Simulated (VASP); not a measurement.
# Al (I4/mmm) in VASP: further runs

The runs below take Al through single point, with PBE.

All numbers are computed with VASP 6.6.1; they aren't measurements. Logs are shortened: lines on timing, memory, paths and dates and some standing lists are left out, and cuts for length are marked.

## Step 1: The cell of the first run

The structure is tetragonal, space group I4/mmm (No. 139). Conventional cell: a = 2.905 Å, b = 2.905 Å, c = 3.927 Å, α = 90.00°, β = 90.00°, γ = 90.00°. Al (site symmetry 4/mmm) has 12 Al at 2.84 to 2.91 Å within 3.7 Å.

## Step 2: Single point, PBE (strain +0.015 along x and y, -0.030 along z)

INCAR

```
  PREC = Accurate
  ENCUT = 520
  EDIFF = 1E-6
  ISMEAR = 0
  SIGMA = 0.15
  LREAL = False
  LASPH = True
  NELM = 60
  ALGO = Normal
  ISIF = 2
  LWAVE = False
  LCHARG = True
  GGA = PE
  LELF = True
  LVHAR = True
  NBANDS = 8
```

KPOINTS

```
regular mesh
0
Gamma
  20 20 20
```

POSCAR

```
Al
1.0
    0.0000000000      2.0543397000      1.9632606000
    2.0543397000      0.0000000000      1.9632606000
    2.0543397000      2.0543397000      0.0000000000
Al
1
Direct
    0.0000000000      0.0000000000      0.0000000000
```

Potentials or basis: VASP PAW PBE potentials, release 64 (Al).

On the command line:

```bash
$ cat potpaw_PBE.64/Al/POTCAR > POTCAR
$ mpirun -np 1 vasp_std > vasp.out
```

OUTCAR:

```text
PREC = Accurate
   ENCUT = 520
   EDIFF = 1E-6
   ISMEAR = 0
   LREAL = False
   LASPH = True
   NELM = 60
   ISIF = 2
   GGA = PE

 ion  position               nearest neighbor table
   1  0.000  0.000  0.000-

  LATTYP: Found a body centered tetragonal cell.
 ALAT       =     2.9052750655
 C/A-ratio  =     1.3515144389

  Lattice vectors:

 A1 = (   0.0000000000,  -2.0543397000,  -1.9632606000)
 A2 = (   0.0000000000,   2.0543397000,  -1.9632606000)
 A3 = (   2.0543397000,   0.0000000000,   1.9632606000)

Analysis of symmetry for initial positions (statically):
=====================================================================
 Subroutine PRICEL returns:
 Original cell was already a primitive cell.

 Routine SETGRP: Setting up the symmetry group for a
 body centered tetragonal supercell.

 Subroutine GETGRP returns: Found 16 space group operations
 (whereof 16 operations were pure point group operations)
 out of a pool of 16 trial point group operations.

The static configuration has the point symmetry D_4h.

Analysis of symmetry for dynamics (positions and initial velocities):
=====================================================================
 Subroutine PRICEL returns:
 Original cell was already a primitive cell.

 Routine SETGRP: Setting up the symmetry group for a
 body centered tetragonal supercell.

 Subroutine GETGRP returns: Found 16 space group operations
 (whereof 16 operations were pure point group operations)
 out of a pool of 16 trial point group operations.

The dynamic configuration has the point symmetry D_4h.

 Subroutine INISYM returns: Found 16 space group operations
 (whereof 16 operations are pure point group operations),
 and found     1 'primitive' translations

----------------------------------------------------------------------------------------

                                     Primitive cell

  volume of cell :      16.5711

  direct lattice vectors                    reciprocal lattice vectors
     0.000000000  2.054339700  1.963260600    -0.243387206  0.243387206  0.254678365
     2.054339700  0.000000000  1.963260600     0.243387206 -0.243387206  0.254678365
     2.054339700  2.054339700  0.000000000     0.243387206  0.243387206 -0.254678365

  length of vectors
     2.841602327  2.841602327  2.905275065     0.428177223  0.428177223  0.428177223

  position of ions in fractional coordinates (direct lattice)
     0.000000000  0.000000000  0.000000000

  ion indices of the primitive-cell ions
   primitive index   ion index
                 1           1

----------------------------------------------------------------------------------------

 KPOINTS: regular mesh

Automatic generation of k-mesh.
 Grid dimensions read from file:
 generate k-points for:   20   20   20

 Generating k-lattice:

  Cartesian coordinates                     Fractional coordinates (reciprocal lattice)
    -0.012169360  0.012169360  0.012733918     0.050000000 -0.000000000  0.000000000
     0.012169360 -0.012169360  0.012733918    -0.000000000  0.050000000  0.000000000
     0.012169360  0.012169360 -0.012733918     0.000000000  0.000000000  0.050000000

  Length of vectors
     0.021408861  0.021408861  0.021408861

  Shift w.r.t. Gamma in fractional coordinates (k-lattice)
     0.000000000  0.000000000  0.000000000

 Subroutine IBZKPT returns following result:
 ===========================================

 Found    641 irreducible k-points:

 Following reciprocal coordinates:
            Coordinates               Weight
  0.000000  0.000000  0.000000      1.000000
  0.050000  0.000000  0.000000      8.000000
  0.100000 -0.000000  0.000000      8.000000
  0.150000 -0.000000  0.000000      8.000000
  0.200000 -0.000000  0.000000      8.000000
  0.250000  0.000000  0.000000      8.000000
[... 16 lines left out ...]
 -0.400000  0.050000  0.000000      8.000000
 -0.350000  0.050000  0.000000      8.000000
 [... further k-points ...]
   k-points           NKPTS =    641   k-points in BZ     NKDIM =    641   number of bands    NBANDS=      8
   number of dos      NEDOS =    301   number of ions     NIONS =      1
   total plane-waves  NPLWV =  13824
   dimension x,y,z NGX =    24 NGY =   24 NGZ =   24
   dimension x,y,z NGXF=    48 NGYF=   48 NGZF=   48
   ions per type =               1
   NGX,Y,Z   is equivalent  to a cutoff of  14.04, 14.04, 13.73 a.u.
   NGXF,Y,Z  is equivalent  to a cutoff of  28.08, 28.08, 27.47 a.u.
 SYSTEM =  unknown system
   PREC   = accura    normal or accurate (medium, high low for compatibility)
   ISTART =      0    job   : 0-new  1-cont  2-samecut
   ICHARG =      2    charge: 1-file 2-atom 10-const
   ISPIN  =      1    spin polarized calculation?
   LNONCOLLINEAR =      F non collinear calculations
   LSORBIT =      F    spin-orbit coupling
   LASPH  =      T    aspherical Exc in radial PAW
   ENCUT  =  520.0 eV  38.22 Ry    6.18 a.u.   5.28  5.28  5.40*2*pi/ulx,y,z
   NELM   =     60;   NELMIN=  2; NELMDL= -5     # of ELM steps
   EDIFF  = 0.1E-05   stopping-criterion for ELM
   LREAL  =      F    real-space projection
   EDIFFG = 0.1E-04   stopping-criterion for IOM
   NSW    =      0    number of steps for IOM
   IBRION =     -1    ionic relax: 0-MD 1-quasi-New 2-CG
   NFREE  =      0    steps in history (QN), initial steepest desc. (CG)
   ISIF   =      2    stress and relaxation
   ISYM   =      2    0-nonsym 1-usesym 2-fastsym
   POTIM  = 0.5000    time-step for ionic-motion
   TEBEG  =    0.0;   TEEND  =   0.0 temperature during run
   PSTRESS=    0.0 pullay stress
   NELECT =       3.0000    total number of electrons
   NUPDOWN=      -1.0000    fix difference up-down
   EMIN   =  10.00;   EMAX   =-10.00  energy-range for DOS
   EFERMI =   0.00;   METHOD = LEGACY
   ISMEAR =     0;   SIGMA  =   0.15  broadening in eV -4-tet -1-fermi 0-gaus
   EFERMI_NEDOS =   21; number of points for ismear=-14 and -15
   IALGO  =     38    algorithm
   IMIX   =      4    mixing-type and parameters
     AMIX     =   0.40;   BMIX     =  1.00
     AMIX_MAG =   1.60;   BMIX_MAG =  1.00
  volume/ion in A,a.u.               =      16.57       111.83
  Fermi-wavevector in a.u.,A,eV,Ry     =   0.926114  1.750102 11.669541  0.857687
  Thomas-Fermi vector in A             =   2.052041
   LORBIT       =      0    0 simple, 1 ext, 2 COOP (PROOUT), +10 PAW based schemes
   GGA     = PE    functional components
   LHFCALC =     F    Hartree Fock is set to
   AEXX    =    0.0000 exact exchange contribution
   IVDW    =     0    specifies the selected vdW correction
   LEPSILON=     F    determine dielectric tensor
   LRPA    =     F    only Hartree local field effects (RPA)
 non-spin polarized calculation
 Gauss-broadening in eV      SIGMA  =   0.15
  energy-cutoff  :      520.00
  volume of cell :       16.57
 maximum number of plane-waves:       463
 NGX is ok and might be reduce to    24
   NGX = 11   NGY = 11   NGZ = 11

 number of electron       3.0000000 magnetization

 Free energy of the ion-electron system (eV)
  ---------------------------------------------------
  ext. energy  EPLUGINS =         0.00000000
  ---------------------------------------------------
  free energy    TOTEN  =        -3.74553618 eV

  energy without entropy =       -3.74154746  energy(sigma->0) =       -3.74354182

 E-fermi :   7.9679     XC(G=0): -10.1811

 val. band max:        7.9593204186   @ k =  -0.2500   0.2500   0.5000
 cond. band min:       7.9733850620   @ k =   0.4000   0.1000   0.0500
 fundamental gap:      0.0140646435
 Fermi energy:         7.9679378021

 k-point     1 :       0.0000    0.0000    0.0000
  band No.  band energies     occupation
      1      -3.1494      2.00000
      2      20.4164      0.00000
      3      20.4164      0.00000
      4      20.8978      0.00000
      5      21.9255      0.00000
      6      22.0731      0.00000
      7      22.0731      0.00000
      8      24.4221      0.00000

 k-point     2 :       0.0500    0.0000    0.0000
  band No.  band energies     occupation
      1      -3.0815      2.00000
      2      19.2372      0.00000
      3      20.1451      0.00000
      4      20.4924      0.00000
      5      22.3200      0.00000
      6      22.4431      0.00000
      7      22.5979      0.00000
      8      25.1446      0.00000

 k-point     3 :       0.1000   -0.0000    0.0000
  band No.  band energies     occupation
      1      -2.8782      2.00000
      2      17.2745      0.00000
      3      19.6562      0.00000
      4      20.0304      0.00000
      5      22.6901      0.00000
      6      23.1053      0.00000
      7      23.1843      0.00000
      8      25.2628      0.00000

 k-point     4 :       0.1500   -0.0000    0.0000
  band No.  band energies     occupation
      1      -2.5399      2.00000
      2      15.2589      0.00000
      3      19.1935      0.00000
      4      19.6313      0.00000
      5      22.5819      0.00000
      6      23.5519      0.00000
      7      23.9115      0.00000
      8      24.9023      0.00000

 k-point     5 :       0.2000   -0.0000    0.0000
  band No.  band energies     occupation
      1      -2.0678      2.00000
      2      13.2897      0.00000
      3      18.8163      0.00000
      4      19.3266      0.00000
      5      22.4311      0.00000
      6      22.8345      0.00000
      7      23.9559      0.00000
      8      25.5399      0.00000
[... 177 lines left out ...]
 k-point    22 :      -0.4500    0.0500    0.0000
  band No.  band energies     occupation
      1       2.6516      2.00000
      2       4.4992      2.00000
      3      18.0877      0.00000
      4      18.4113      0.00000
      5      19.7586      0.00000
      6      19.8309      0.00000
      7      23.0942      0.00000
      8      25.0459      0.00000

 k-point    23 :      -0.4000    0.0500    0.0000
  band No.  band energies     occupation
      1       1.5028      2.00000
      2       5.9351      2.00000
      3      18.0841      0.00000
      4      18.5660      0.00000
      5      19.5577      0.00000
      6      20.3444      0.00000
      7      22.8169      0.00000
      8      25.6816      0.00000

 k-point    24 :      -0.3500    0.0500    0.0000
  band No.  band energies     occupation
      1       0.4753      2.00000
      2       7.4867      1.99999
      3      17.8716      0.00000
      4      19.1325      0.00000
      5      19.4954      0.00000
      6      20.9684      0.00000
      7      22.6574      0.00000
      8      26.4076      0.00000

 [... further k-points ...]

------------------------ aborting loop because EDIFF is reached ----------------------------------------

  FORCE on cell =-STRESS in cart. coord.  units (eV):
  Direction    XX          YY          ZZ          XY          YZ          ZX
  --------------------------------------------------------------------------------------
  -------------------------------------------------------------------------------------
  Total       -0.1018294     -0.1018294      0.1192473      0.0000000      0.0000000      0.0000000
  in kB       -9.8453539     -9.8453539     11.5294030      0.0000000      0.0000000      0.0000000
  external PRESSURE =      -2.7204349 kB  Pullay stress =       0.0000000 kB

 VOLUME and BASIS-vectors are now :
 -----------------------------------------------------------------------------
  energy-cutoff  :      520.00
  volume of cell :       16.57
      direct lattice vectors                 reciprocal lattice vectors
     0.000000000  2.054339700  1.963260600    -0.243387206  0.243387206  0.254678365
     2.054339700  0.000000000  1.963260600     0.243387206 -0.243387206  0.254678365
     2.054339700  2.054339700  0.000000000     0.243387206  0.243387206 -0.254678365

 POSITION                                       TOTAL-FORCE (eV/Angst)
 -----------------------------------------------------------------------------------
      0.00000      0.00000      0.00000         0.000000     -0.000000      0.000000
 -----------------------------------------------------------------------------------
    total drift:                                0.000000      0.000000      0.000000

  FREE ENERGIE OF THE ION-ELECTRON SYSTEM (eV)
  ---------------------------------------------------
  free  energy   TOTEN  =        -3.7455361780 eV

  energy  without entropy=       -3.7415474599  energy(sigma->0) =       -3.74354182
```

It took 78 s on 1 thread of Intel Xeon 8259CL, shared host; peak memory 0.19 GiB.

Results:

- Free energy: -3.7455 eV
- Pressure: -0.3 GPa
- Band gap on the k mesh: zero (an odd number of electrons rules out a gap without spin polarisation)

Stress tensor (GPa, compression positive):
```
-0.98  0.00  0.00
 0.00 -0.98  0.00
 0.00  0.00  1.15
```

Levels at points of the mesh, in eV from the Fermi level:
```tsv
k point	band 1	band 2	band 3	band 4	band 5	band 6
(0.00, 0.00, 0.00)	-11.12	12.45	12.45	12.93	13.96	14.11
(0.50, 0.00, 0.00)	-4.58	-4.38	10.81	10.93	11.74	11.85
(0.50, 0.50, 0.00)	-2.47	-0.98	4.90	5.02	5.02	8.46
(0.50, 0.00, 0.50)	-3.14	-1.92	5.44	5.71	6.01	9.30
```

Caveat: the cell differs from its parent crystal (strain +0.015 along x and y, -0.030 along z).

## Step 3: Single point, PBE (strain +0.030 along x and y, -0.030 along z)

INCAR

```
PREC     = Accurate       # precision mode
ENCUT    = 520            # plane-wave cutoff, eV
EDIFF    = 1E-6           # SCF threshold, eV
ISMEAR   = 0              # smearing method
SIGMA    = 0.15           # smearing width, eV
LREAL    = F              # projectors in reciprocal space
LASPH    = T              # aspherical terms in the spheres
NELM     = 100            # most SCF steps
ALGO     = Fast           # electronic algorithm
ISIF     = 2              # what is computed and relaxed
LWAVE    = F              # write WAVECAR
LCHARG   = T              # write CHGCAR
GGA      = PE             # functional
LELF     = T              # ELF
LVHAR    = T            
NBANDS   = 8              # bands
```

KPOINTS

```
Automatic mesh
0
Gamma
  20 20 20
```

POSCAR

```
Al
1.0
    0.0000000000      2.0846994000      1.9632606000
    2.0846994000      0.0000000000      1.9632606000
    2.0846994000      2.0846994000      0.0000000000
Al
1
Direct
    0.0000000000      0.0000000000      0.0000000000
```

Potentials or basis: VASP PAW PBE potentials, release 64 (Al).

On the command line:

```bash
$ cat potpaw_PBE.64/Al/POTCAR > POTCAR
$ mpirun -np 1 vasp_std > vasp.out
```

Wall time 76 s (1 thread of Intel Xeon 8259CL, shared host); peak memory 0.19 GiB.

The run converged. Its results:

```
Free energy            : -3.7389 eV
Pressure               : -2.3 GPa
Band gap on the k mesh : zero (an odd number of electrons rules out a gap without spin polarisation)
```

Stress tensor (GPa, compression positive):
```
-3.23  0.00  0.00
 0.00 -3.23  0.00
 0.00  0.00 -0.44
```

Levels at points of the mesh, in eV from the Fermi level:
```
           k point  band 1  band 2  band 3  band 4  band 5  band 6
(0.00, 0.00, 0.00)  -10.91   12.27   12.27   12.89   13.57   13.76
(0.50, 0.00, 0.00)   -4.46   -4.32   10.37   10.66   11.50   11.79
(0.50, 0.50, 0.00)   -2.25   -0.77    4.73    4.73    4.81    8.02
(0.50, 0.00, 0.50)   -3.12   -2.00    5.51    5.63    6.03    9.14
```

Caveat: the cell differs from its parent crystal (strain +0.030 along x and y, -0.030 along z).

## Step 4: Single point, PBE (strain +0.030 along x and y, -0.015 along z)

INCAR

```
ALGO = Fast
EDIFF = 1E-6
ENCUT = 520
GGA = PE
ISIF = 2
ISMEAR = 0
LASPH = T
LCHARG = F
LREAL = F
LWAVE = F
NBANDS = 8
NELM = 80
PREC = Accurate
SIGMA = 0.15
```

KPOINTS

```
k-points
0
Gamma
  20 20 20
```

POSCAR

```
Al
1.0
    0.0000000000      2.0846994000      1.9936203000
    2.0846994000      0.0000000000      1.9936203000
    2.0846994000      2.0846994000      0.0000000000
Al
1
Direct
    0.0000000000      0.0000000000      0.0000000000
```

On the command line:

```bash
$ cat potpaw_PBE.64/Al/POTCAR > POTCAR
$ mpirun -np 1 vasp_std > vasp.out
```

It took 55 s on 1 thread of Intel Xeon 8259CL, shared host; peak memory 0.19 GiB.

The run converged. Its results:

```yaml
Free_energy: -3.7368 eV
Pressure: -3.4 GPa
Band_gap_on_the_k_mesh: zero (an odd number of electrons rules out a gap without spin polarisation)
```

Stress tensor (GPa, compression positive):
```
-3.94  0.00  0.00
 0.00 -3.94  0.00
 0.00  0.00 -2.20
```

Levels at points of the mesh, in eV from the Fermi level:
| k point | band 1 | band 2 | band 3 | band 4 | band 5 |
| --- | --- | --- | --- | --- | --- |
| (0.00, 0.00, 0.00) | -10.82 | 12.21 | 12.21 | 12.67 | 13.38 |
| (0.50, 0.00, 0.00) | -4.41 | -4.32 | 10.37 | 10.75 | 11.27 |
| (0.50, 0.50, 0.00) | -2.39 | -1.00 | 4.84 | 4.84 | 4.91 |
| (0.50, 0.00, 0.50) | -3.02 | -1.91 | 5.42 | 5.49 | 5.79 |

Caveat: the cell differs from its parent crystal (strain +0.030 along x and y, -0.015 along z); the cell stands under tension.

## Step 5: The runs side by side

| cell | gap on the mesh (eV) | pressure (GPa) |
| --- | --- | --- |
| a = 2.842, b = 2.842, c = 2.905 Å, angles 59.3, 59.3, 61.5°, 1 atom | none | -0.3 |
| a = 2.864, b = 2.864, c = 2.948 Å, angles 59.0, 59.0, 62.0°, 1 atom | none | -2.3 |
| a = 2.885, b = 2.885, c = 2.948 Å, angles 59.3, 59.3, 61.5°, 1 atom | none | -3.4 |

Alike in all rows: task single point; level PBE; potentials or basis VASP PAW PBE potentials, release 64 (Al); no spin polarisation; k mesh 20 × 20 × 20; cutoff (eV) 520; smearing gaussian 0.15 eV.

Caveats: the cell stands under tension (at least some runs).

Absolute energies hang on the potentials; compare differences alone.
